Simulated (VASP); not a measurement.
# Si4O7 (a cell with a defect) in VASP: further runs

Si4O7 (a cell with a defect) is run at these levels: PBE; tasks: single point.

Everything below comes from runs of VASP 6.6.1. Logs are shortened: lines on timing, memory, paths and dates and some standing lists are left out, and cuts for length are marked.

## Step 1: The cell of the first run

The cell holds a defect, 11 atoms: a = 5.018 Å, b = 5.018 Å, c = 5.018 Å, α = 106.70°, β = 106.70°, γ = 115.16°.

## Step 2: Single point, PBE

Input file INCAR:

```
ALGO     = Normal         # electronic algorithm
EDIFF    = 1E-6           # SCF threshold, eV
ENCUT    = 520            # plane-wave cutoff, eV
GGA      = PE             # functional
ISIF     = 2              # what is computed and relaxed
ISMEAR   = 0              # smearing method
LASPH    = T              # aspherical terms in the spheres
LCHARG   = T              # write CHGCAR
LELF     = T              # ELF
LREAL    = F              # projectors in reciprocal space
LVHAR    = T            
LWAVE    = F              # write WAVECAR
NBANDS   = 40             # bands
NELM     = 60             # most SCF steps
PREC     = Accurate       # precision mode
SIGMA    = 0.05           # smearing width, eV
```

Input file KPOINTS:

```
k-points
0
Gamma
  6 6 6
```

Input file POSCAR:

```
Si4O7
1.0
    0.0000000000      4.2357990674     -2.6899428419
    0.0000000000     -4.2357990674     -2.6899428419
   -4.2357990674      0.0000000000      2.6899428419
Si O
4 7
Direct
    0.2500000000      0.7500000000      0.5000000000
    0.7500000000      0.2500000000      0.5000000000
    0.0000000000      0.0000000000      1.0000000000
    0.5000000000      0.5000000000      1.0000000000
    1.0000000000      0.3069827092      0.3069827092
    0.5569827092      0.7500000000      0.8069827092
    0.0569827092      0.2500000000      0.8069827092
    0.0000000000      0.6930172908      0.6930172908
    0.4791330169      0.2412716135      0.7204046304
    0.9430172908      0.7500000000      0.1930172908
    0.4430172908      0.2500000000      0.1930172908
```

Potentials or basis: VASP PAW PBE potentials, release 64 (Si, O).

Started as:

```
cat potpaw_PBE.64/Si/POTCAR potpaw_PBE.64/O/POTCAR > POTCAR
mpirun -np 1 vasp_std > vasp.out
```

OUTCAR:

```text
EDIFF = 1E-6
   ENCUT = 520
   GGA = PE
   ISIF = 2
   ISMEAR = 0
   LASPH = T
   LREAL = F
   NELM = 60
   PREC = Accurate

 ion  position               nearest neighbor table
   1  0.250  0.750  0.500-   5 1.77   8 1.77   6 1.84  10 1.84   9 1.98   2 2.69   2 2.69
   2  0.750  0.250  0.500-   5 1.77   8 1.77   7 1.84  11 1.84   9 1.98   1 2.69   1 2.69
   3  0.000  0.000  0.000-   6 1.77   7 1.77  10 1.77  11 1.77   5 1.84   8 1.84   4 2.69   4 2.69

   4  0.500  0.500  0.000-   9 1.55   7 1.77   6 1.77  10 1.77  11 1.77   3 2.69   3 2.69
   5  0.000  0.307  0.307-   1 1.77   2 1.77   3 1.84
   6  0.557  0.750  0.807-   3 1.77   4 1.77   1 1.84
   7  0.057  0.250  0.807-   3 1.77   4 1.77   2 1.84
   8  0.000  0.693  0.693-   1 1.77   2 1.77   3 1.84
   9  0.479  0.241  0.720-   4 1.55   1 1.98   2 1.98
  10  0.943  0.750  0.193-   3 1.77   4 1.77   1 1.84
  11  0.443  0.250  0.193-   3 1.77   4 1.77   2 1.84

  LATTYP: Found a body centered tetragonal cell.
 ALAT       =     5.9903244886
 C/A-ratio  =     0.8980958701

  Lattice vectors:

 A1 = (   0.0000000000,   4.2357990674,  -2.6899428419)
 A2 = (   0.0000000000,  -4.2357990674,  -2.6899428419)
 A3 = (  -4.2357990674,   0.0000000000,   2.6899428419)

Analysis of symmetry for initial positions (statically):
=====================================================================
 Subroutine PRICEL returns:
 Original cell was already a primitive cell.

 Routine SETGRP: Setting up the symmetry group for a
 body centered tetragonal supercell.

 Subroutine GETGRP returns: Found  2 space group operations
 (whereof  2 operations were pure point group operations)
 out of a pool of 16 trial point group operations.

The static configuration has the point symmetry C_1h.

Analysis of symmetry for dynamics (positions and initial velocities):
=====================================================================
 Subroutine PRICEL returns:
 Original cell was already a primitive cell.

 Routine SETGRP: Setting up the symmetry group for a
 body centered tetragonal supercell.

 Subroutine GETGRP returns: Found  2 space group operations
 (whereof  2 operations were pure point group operations)
 out of a pool of 16 trial point group operations.

The dynamic configuration has the point symmetry C_1h.

 Subroutine INISYM returns: Found  2 space group operations
 (whereof  2 operations are pure point group operations),
 and found     1 'primitive' translations

----------------------------------------------------------------------------------------

                                     Primitive cell

  volume of cell :      96.5259

  direct lattice vectors                    reciprocal lattice vectors
     0.000000000  4.235799067 -2.689942842    -0.118041482  0.118041482 -0.185877556
     0.000000000 -4.235799067 -2.689942842    -0.118041482 -0.118041482 -0.185877556
    -4.235799067  0.000000000  2.689942842    -0.236082964  0.000000000  0.000000000

  length of vectors
     5.017747127  5.017747127  5.017747127     0.249836044  0.249836044  0.236082964

  position of ions in fractional coordinates (direct lattice)
     0.250000000  0.750000000  0.500000000
     0.750000000  0.250000000  0.500000000
     0.000000000  0.000000000  0.000000000
     0.500000000  0.500000000  0.000000000
     0.000000000  0.306982709  0.306982709
     0.556982709  0.750000000  0.806982709
     0.056982709  0.250000000  0.806982709
     0.000000000  0.693017291  0.693017291
     0.479133017  0.241271613  0.720404630
     0.943017291  0.750000000  0.193017291
     0.443017291  0.250000000  0.193017291

  ion indices of the primitive-cell ions
   primitive index   ion index
                 1           1
                 2           2
                 3           3
                 4           4
                 5           5
                 6           6
                 7           7
                 8           8
                 9           9
                10          10
                11          11

----------------------------------------------------------------------------------------

 KPOINTS: k-points

Automatic generation of k-mesh.
 Grid dimensions read from file:
 generate k-points for:    6    6    6

 Generating k-lattice:

  Cartesian coordinates                     Fractional coordinates (reciprocal lattice)
    -0.019673580  0.019673580 -0.030979593     0.166666667  0.000000000  0.000000000
    -0.019673580 -0.019673580 -0.030979593     0.000000000  0.166666667  0.000000000
    -0.039347161  0.000000000  0.000000000     0.000000000  0.000000000  0.166666667

  Length of vectors
     0.041639341  0.041639341  0.039347161

  Shift w.r.t. Gamma in fractional coordinates (k-lattice)
     0.000000000  0.000000000  0.000000000

 Subroutine IBZKPT returns following result:
 ===========================================

 Found     68 irreducible k-points:

 Following reciprocal coordinates:
            Coordinates               Weight
  0.000000  0.000000  0.000000      1.000000
  0.166667  0.000000 -0.000000      4.000000
  0.166667  0.000000 -0.166667      4.000000
  0.333333  0.000000  0.000000      4.000000
  0.333333  0.000000 -0.333333      4.000000
  0.500000 -0.000000  0.000000      2.000000
[... 16 lines left out ...]
  0.000000  0.000000  0.166667      2.000000
  0.333333  0.333333  0.000000      4.000000
 [... further k-points ...]
   k-points           NKPTS =     68   k-points in BZ     NKDIM =     68   number of bands    NBANDS=     40
   number of dos      NEDOS =    301   number of ions     NIONS =     11
   total plane-waves  NPLWV =  64000
   dimension x,y,z NGX =    40 NGY =   40 NGZ =   40
   dimension x,y,z NGXF=    80 NGYF=   80 NGZF=   80
   ions per type =               4   7
   NGX,Y,Z   is equivalent  to a cutoff of  13.25, 13.25, 13.25 a.u.
   NGXF,Y,Z  is equivalent  to a cutoff of  26.51, 26.51, 26.51 a.u.
 SYSTEM =  unknown system
   PREC   = accura    normal or accurate (medium, high low for compatibility)
   ISTART =      0    job   : 0-new  1-cont  2-samecut
   ICHARG =      2    charge: 1-file 2-atom 10-const
   ISPIN  =      1    spin polarized calculation?
   LNONCOLLINEAR =      F non collinear calculations
   LSORBIT =      F    spin-orbit coupling
   LASPH  =      T    aspherical Exc in radial PAW
   ENCUT  =  520.0 eV  38.22 Ry    6.18 a.u.   9.33  9.33  9.33*2*pi/ulx,y,z
   NELM   =     60;   NELMIN=  2; NELMDL= -5     # of ELM steps
   EDIFF  = 0.1E-05   stopping-criterion for ELM
   LREAL  =      F    real-space projection
   EDIFFG = 0.1E-04   stopping-criterion for IOM
   NSW    =      0    number of steps for IOM
   IBRION =     -1    ionic relax: 0-MD 1-quasi-New 2-CG
   NFREE  =      0    steps in history (QN), initial steepest desc. (CG)
   ISIF   =      2    stress and relaxation
   ISYM   =      2    0-nonsym 1-usesym 2-fastsym
   POTIM  = 0.5000    time-step for ionic-motion
   TEBEG  =    0.0;   TEEND  =   0.0 temperature during run
   PSTRESS=    0.0 pullay stress
   NELECT =      58.0000    total number of electrons
   NUPDOWN=      -1.0000    fix difference up-down
   EMIN   =  10.00;   EMAX   =-10.00  energy-range for DOS
   EFERMI =   0.00;   METHOD = LEGACY
   ISMEAR =     0;   SIGMA  =   0.05  broadening in eV -4-tet -1-fermi 0-gaus
   EFERMI_NEDOS =   21; number of points for ismear=-14 and -15
   IALGO  =     38    algorithm
   IMIX   =      4    mixing-type and parameters
     AMIX     =   0.40;   BMIX     =  1.00
     AMIX_MAG =   1.60;   BMIX_MAG =  1.00
  volume/ion in A,a.u.               =       8.78        59.22
  Fermi-wavevector in a.u.,A,eV,Ry     =   1.381453  2.610568 25.965543  1.908414
  Thomas-Fermi vector in A             =   2.506236
   LORBIT       =      0    0 simple, 1 ext, 2 COOP (PROOUT), +10 PAW based schemes
   GGA     = PE    functional components
   LHFCALC =     F    Hartree Fock is set to
   AEXX    =    0.0000 exact exchange contribution
   IVDW    =     0    specifies the selected vdW correction
   LEPSILON=     F    determine dielectric tensor
   LRPA    =     F    only Hartree local field effects (RPA)
 non-spin polarized calculation
 Gauss-broadening in eV      SIGMA  =   0.05
  energy-cutoff  :      520.00
  volume of cell :       96.53
 maximum number of plane-waves:      2644
 NGX is ok and might be reduce to    40
   NGX = 19   NGY = 19   NGZ = 19

 number of electron      58.0000012 magnetization

 Free energy of the ion-electron system (eV)
  ---------------------------------------------------
  ext. energy  EPLUGINS =         0.00000000
  ---------------------------------------------------
  free energy    TOTEN  =       -80.29320170 eV

  energy without entropy =      -80.29320170  energy(sigma->0) =      -80.29320170

 E-fermi :   8.4564     XC(G=0): -11.7187

 val. band max:        8.2489252730   @ k =   0.5000  -0.3333   0.3333
 cond. band min:      10.2312632921   @ k =   0.5000  -0.0000   0.5000
 fundamental gap:      1.9823380191
 Fermi energy:         8.4564413277

 k-point     1 :       0.0000    0.0000    0.0000
  band No.  band energies     occupation
      1     -14.8659      2.00000
      2     -12.3392      2.00000
      3     -12.0698      2.00000
      4     -11.7480      2.00000
      5     -11.4784      2.00000
      6     -11.1828      2.00000
[... 32 lines left out ...]
     39      17.9876      0.00000
     40      18.0624      0.00000

 k-point     2 :       0.1667    0.0000   -0.0000
  band No.  band energies     occupation
      1     -14.7234      2.00000
      2     -12.4900      2.00000
      3     -12.2496      2.00000
      4     -11.6672      2.00000
      5     -11.4731      2.00000
      6     -11.2464      2.00000
[... 32 lines left out ...]
     39      18.1689      0.00000
     40      18.4969      0.00000

 k-point     3 :       0.1667    0.0000   -0.1667
  band No.  band energies     occupation
      1     -14.7273      2.00000
      2     -12.4932      2.00000
      3     -12.2269      2.00000
      4     -11.7258      2.00000
      5     -11.4139      2.00000
      6     -11.2381      2.00000
[... 32 lines left out ...]
     39      18.1535      0.00000
     40      18.4364      0.00000

 k-point     4 :       0.3333    0.0000    0.0000
  band No.  band energies     occupation
      1     -14.3206      2.00000
      2     -12.9807      2.00000
      3     -12.4417      2.00000
      4     -11.6996      2.00000
      5     -11.4903      2.00000
      6     -11.2085      2.00000
[... 32 lines left out ...]
     39      18.6084      0.00000
     40      18.8543      0.00000
[... 772 lines left out ...]
     39      17.9823      0.00000
     40      18.2983      0.00000

 k-point    23 :       0.0000    0.0000    0.1667
  band No.  band energies     occupation
      1     -14.7435      2.00000
      2     -12.3888      2.00000
      3     -12.3563      2.00000
      4     -11.6920      2.00000
      5     -11.4434      2.00000
      6     -11.1900      2.00000
[... 32 lines left out ...]
     39      18.0324      0.00000
     40      18.5066      0.00000

 k-point    24 :       0.3333    0.3333    0.0000
  band No.  band energies     occupation
      1     -13.7113      2.00000
      2     -13.4868      2.00000
      3     -12.8677      2.00000
      4     -11.6705      2.00000
      5     -11.2846      2.00000
      6     -11.2148      2.00000
[... 32 lines left out ...]
     39      18.1667      0.00000
     40      18.7701      0.00000

 [... further k-points ...]
[... 5 lines left out ...]
  --------------------------------------------------------------------------------------
  -------------------------------------------------------------------------------------
  Total        4.1238364      2.8108223     -1.9941715      2.5837539      0.0000000      0.0000000
  in kB       68.4491817     46.6552174    -33.1001020     42.8862410      0.0000000      0.0000000
  external PRESSURE =      27.3347657 kB  Pullay stress =       0.0000000 kB

 VOLUME and BASIS-vectors are now :
 -----------------------------------------------------------------------------
  energy-cutoff  :      520.00
  volume of cell :       96.53
      direct lattice vectors                 reciprocal lattice vectors
     0.000000000  4.235799067 -2.689942842    -0.118041482  0.118041482 -0.185877556
     0.000000000 -4.235799067 -2.689942842    -0.118041482 -0.118041482 -0.185877556
    -4.235799067  0.000000000  2.689942842    -0.236082964  0.000000000  0.000000000

 POSITION                                       TOTAL-FORCE (eV/Angst)
 -----------------------------------------------------------------------------------
     -2.11790     -2.11790     -1.34497        -0.492167     -0.639687     -1.696931
     -2.11790      2.11790     -1.34497        -0.492167     -0.639687      1.696931
      0.00000      0.00000      0.00000        -0.084119     -0.133966     -0.000000
      0.00000      0.00000     -2.68994        -2.050424     -1.711959     -0.000000
     -1.30032     -1.30032      0.00000         0.249428      0.155382     -0.000000
     -3.41822     -0.81758     -1.34497        -0.488785     -1.525277     -0.991523
     -3.41822     -0.81758      1.34497        -0.488785     -1.525277      0.991523
     -2.93548     -2.93548      0.00000        -0.056435     -0.034774     -0.000000
     -3.05149      1.00753     -0.00000         5.444537      6.694353      0.000000
     -0.81758      0.81758     -4.03491        -0.770541     -0.319554     -0.358536
     -0.81758      0.81758     -1.34497        -0.770541     -0.319554      0.358536
 -----------------------------------------------------------------------------------
    total drift:                                0.000300      0.000401      0.000002

  FREE ENERGIE OF THE ION-ELECTRON SYSTEM (eV)
  ---------------------------------------------------
  free  energy   TOTEN  =       -80.2932017033 eV

  energy  without entropy=      -80.2932017033  energy(sigma->0) =      -80.29320170
```

Wall time 2.3 min (1 thread of Intel Xeon 6975P-C (Granite Rapids), shared host); peak memory 0.34 GiB.

What came out:

| Quantity | Value |
| --- | --- |
| Free energy | -80.2932 eV |
| Pressure | 2.7 GPa |
| Largest force | 8.629 eV/Å |
| Band gap on the k mesh | 1.98 eV |

Forces in eV/Å, atoms in the order of the input:
```
Si  -0.492 -0.640 -1.697
Si  -0.492 -0.640  1.697
Si  -0.084 -0.134  0.000
Si  -2.050 -1.712  0.000
O    0.249  0.155  0.000
O   -0.489 -1.525 -0.992
O   -0.489 -1.525  0.992
O   -0.056 -0.035  0.000
O    5.445  6.694  0.000
O   -0.771 -0.320 -0.359
O   -0.771 -0.320  0.359
```

Stress tensor (GPa, compression positive):
```
 6.84  4.29  0.00
 4.29  4.67  0.00
 0.00  0.00 -3.31
```

Caveat: the cell differs from its parent crystal (atoms taken out, atom 9 moved -0.125 of the way to it and -0.125 Å across, host rigid).

## Step 3: Single point, PBE

Edit INCAR of step 2 so:

```diff
@@ -7,6 +7,4 @@
 LASPH    = T              # aspherical terms in the spheres
-LCHARG   = T              # write CHGCAR
-LELF     = T              # ELF
+LCHARG   = F              # write CHGCAR
 LREAL    = F              # projectors in reciprocal space
-LVHAR    = T            
 LWAVE    = F              # write WAVECAR
```

KPOINTS is that of step 2.

Edit POSCAR of step 2 so:

```diff
@@ -16,3 +16,3 @@
     0.0000000000      0.6930172908      0.6930172908
-    0.4791330169      0.2412716135      0.7204046304
+    0.4165320675      0.0000000000      0.4165320675
     0.9430172908      0.7500000000      0.1930172908
```

Potentials or basis: VASP PAW PBE potentials, release 64 (Si, O).

Started as:

```
cat potpaw_PBE.64/Si/POTCAR potpaw_PBE.64/O/POTCAR > POTCAR
mpirun -np 1 vasp_std > vasp.out
```

Run time: 4.8 min. Hardware: 1 thread of Intel Xeon 8259CL, shared host; peak memory 0.3 GiB.

The run converged. Its results:

```yaml
Free_energy: -72.9417 eV
Pressure: 34.8 GPa
Largest_force: 11.662 eV/Å
Band_gap_on_the_k_mesh: zero (bands 29 and 30 overlap by 0.17 eV)
```

Forces on the atoms (eV/Å):
```
Si   -2.176   2.176  11.248
Si   -2.176   2.176 -11.248
Si   -0.319   0.319   0.000
Si   -0.757   0.757   0.000
O     0.066   0.164   0.000
O     1.385  -1.385  -1.384
O     1.385  -1.385   1.384
O    -0.164  -0.066   0.000
O    -1.933   1.933   0.000
O     2.343  -2.343   3.425
O     2.343  -2.343  -3.425
```

Stress tensor (GPa, compression positive):
```
16.16 -9.83  0.00
-9.83 16.16  0.00
 0.00  0.00 72.06
```

Levels at points of the mesh, in eV from the Fermi level:
```csv
k point,band 26,band 27,band 28,band 29,band 30,band 31,band 32,band 33
"(0.00, 0.00, 0.00)",-5.24,-4.97,-4.47,-2.15,0.10,2.31,2.73,3.59
"(0.50, 0.00, 0.00)",-5.47,-5.47,-4.74,-0.36,0.67,1.90,2.02,3.70
"(0.50, 0.00, 0.50)",-5.04,-5.03,-4.70,-0.30,0.57,1.53,2.02,3.96
"(0.50, 0.50, 0.00)",-5.54,-5.52,-5.23,-0.63,0.32,3.08,3.61,3.83
"(0.50, 0.50, 0.50)",-6.24,-5.71,-5.49,-0.03,1.02,1.65,3.13,3.70
```

Caveat: the cell differs from its parent crystal (atoms taken out, atom 9 moved 0.500 of the way to it and -0.500 Å across, host rigid).

## Step 4: Single point, PBE

Input file INCAR:

```
SYSTEM = Si4O7
PREC = Accurate
ENCUT = 520
EDIFF = 1E-6
ISMEAR = 0
SIGMA = 0.05
LREAL = .FALSE.
LASPH = .TRUE.
NELM = 100
ALGO = Normal
ISIF = 2
LWAVE = .FALSE.
LCHARG = .TRUE.
GGA = PE
LELF = .TRUE.
LVHAR = .TRUE.
NBANDS = 40
```

Input file KPOINTS:

```
Automatic mesh
0
G
  6 6 6
  0 0 0
```

Edit POSCAR of step 3 so:

```diff
@@ -16,3 +16,3 @@
     0.0000000000      0.6930172908      0.6930172908
-    0.4165320675      0.0000000000      0.4165320675
+    0.4582660338      0.0000000000      0.4582660338
     0.9430172908      0.7500000000      0.1930172908
```

Started as:

```
cat potpaw_PBE.64/Si/POTCAR potpaw_PBE.64/O/POTCAR > POTCAR
mpirun -np 1 vasp_std > vasp.out
```

It took 5 min on 1 thread of Intel Xeon 8259CL, shared host; peak memory 0.3 GiB.

Results (log left out):

```
Free energy            : -73.0691 eV
Pressure               : 37.8 GPa
Largest force          : 17.603 eV/Å
Band gap on the k mesh : zero (bands 29 and 30 overlap by 0.10 eV)
```

Forces on the atoms (eV/Å):
```
Si   -1.795   1.795  17.419
Si   -1.795   1.795 -17.419
Si   -0.238   0.238   0.000
Si   -0.418   0.418   0.000
O     0.073   0.129   0.000
O     1.125  -1.125  -1.204
O     1.125  -1.125   1.204
O    -0.129  -0.073   0.000
O     0.622  -0.622   0.000
O     0.716  -0.716   0.958
O     0.716  -0.716  -0.958
```

Stress tensor (GPa, compression positive):
```
11.47 -4.33  0.00
-4.33 11.47  0.00
 0.00  0.00 90.45
```

Levels at points of the mesh, in eV from the Fermi level:
```csv
k point,band 27,band 28,band 29,band 30,band 31,band 32
"(0.00, 0.00, 0.00)",-5.00,-4.48,-1.98,0.16,2.29,2.61
"(0.50, 0.00, 0.00)",-5.46,-4.82,-0.31,0.91,1.75,2.48
"(0.50, 0.00, 0.50)",-5.10,-4.98,-0.24,0.63,1.54,2.45
"(0.50, 0.50, 0.00)",-5.49,-5.33,-0.55,0.31,3.50,3.60
"(0.50, 0.50, 0.50)",-5.91,-5.75,-0.21,1.30,2.15,3.02
```

Caveat: the cell differs from its parent crystal (atoms taken out, atom 9 moved 0.500 of the way to it and -0.250 Å across, host rigid).

## Step 5: Overview

| cell | gap on the mesh (eV) | pressure (GPa) | largest force (eV/Å) |
| --- | --- | --- | --- |
| as given, atomic positions A | 1.98 | 2.7 | 8.63 |
| as given, atomic positions B | none | 34.8 | 11.66 |
| as given, atomic positions C | none | 37.8 | 17.60 |

Alike in all rows: task single point; level PBE; potentials or basis VASP PAW PBE potentials, release 64 (Si, O); no spin polarisation; k mesh 6 × 6 × 6; cutoff (eV) 520; smearing gaussian 0.05 eV.

Absolute energies hang on the potentials; compare differences alone.
